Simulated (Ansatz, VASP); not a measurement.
# W: VASP beside Ansatz

```
CELL_PARAMETERS angstrom
-1.59178 1.59178 1.59178
1.59178 -1.59178 1.59178
1.59178 1.59178 -1.59178
ATOMIC_POSITIONS crystal
W 0.00000 0.00000 0.00000
```

Alike in both runs: task single point; functional PBE; k mesh 26 × 26 × 26; occupations gaussian, width 0.15 eV; no spin polarisation.

```csv
,VASP,Ansatz
version,VASP 6.6.1,Ansatz 0.2.0
potentials or method,"VASP PAW PBE potentials, release 64 (W_sv), cutoff 520 eV","scalar-relativistic, plane waves, PAW"
valence electrons in the cell,14,14
```

VASP gave:

```
gap on the k mesh at the Fermi level (eV) : none
pressure (GPa)                            : 0.5
```

Problem. What did Ansatz give for the same quantities?

Solution. gap on the k mesh at the Fermi level (eV): none; pressure (GPa): 0.0.

A gap of «none» marks a metal or a gap that the smearing closes.

Neither program's run includes spin-orbit coupling.
